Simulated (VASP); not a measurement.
Set up this calculation in VASP 6.6.1, as the native input.

| Item | Value |
| --- | --- |
| Task | single point |
| Functional | r2SCAN |
| Potentials or basis | VASP PAW PBE potentials, release 64 (Li_sv, H_h) |
| Cutoff | 1350 eV |
| k mesh | 10 × 10 × 10 |
| Occupations | gaussian, width 0.01 eV |
| Spin | no spin polarisation |
| Dipole correction | no |
| Further INCAR settings | ALGO = Normal; EDIFF = 1e-06; NBANDS = 9 |

Crystal: LiH.

```
Li H
1.0
     1.90496    1.90496    0.00000
    -1.90496    1.90496    0.00000
     0.00000    1.90496    1.90496
Li H
1 1
Direct
  0.00000 0.00000 0.00000
  0.50000 0.50000 0.00000
```

These files were run (other wordings do the same):

POSCAR

```
LiH
1.0
    1.9049640572      1.9049640572      0.0000000000
   -1.9049640572      1.9049640572      0.0000000000
    0.0000000000      1.9049640572      1.9049640572
Li H
1 1
Direct
    0.0000000000      0.0000000000      0.0000000000
    0.5000000000      0.5000000000      0.0000000000
```

INCAR.step1

```
  PREC = Accurate
  ENCUT = 1350
  ISMEAR = 0
  SIGMA = 0.01
  LREAL = F
  LASPH = T
  NELM = 120
  NBANDS = 9
  GGA = PE
  ALGO = Normal
  EDIFF = 1E-5
  LWAVE = T
  LCHARG = F
  GGA_COMPAT = F
```

INCAR.step2

```
  PREC = Accurate
  ENCUT = 1350
  EDIFF = 1E-6
  ISMEAR = 0
  SIGMA = 0.01
  LREAL = F
  LASPH = T
  NELM = 120
  ALGO = Normal
  ISIF = 2
  LWAVE = F
  LCHARG = T
  METAGGA = R2SCAN
  LMIXTAU = T
  LELF = T
  LVHAR = T
  NBANDS = 9
  ISTART = 1
  GGA_COMPAT = F
```

KPOINTS

```
Automatic mesh
0
Gamma
  10 10 10
```

Potentials or basis: VASP PAW PBE potentials, release 64 (Li_sv, H_h).

Launch:

```console
$ cat potpaw_PBE.64/Li_sv/POTCAR potpaw_PBE.64/H_h/POTCAR > POTCAR
$ cp INCAR.step1 INCAR
$ mpirun -np 1 vasp_std > vasp.out
$ cp INCAR.step2 INCAR
$ mpirun -np 1 vasp_std > vasp.out
```

It gave:

```yaml
Pressure: 6.4 GPa
Band_gap_on_the_k_mesh: 3.48 eV
```

Caveat: the cell stands under pressure; the PAW data sets were made with another functional, which shifts forces and pressure a little.

It took 61 s on 1 thread of Intel(R) Xeon(R) Platinum 8259CL CPU @ 2.50GHz (Skylake/Cascade Lake) (shared host), peak memory 0.19 GiB.
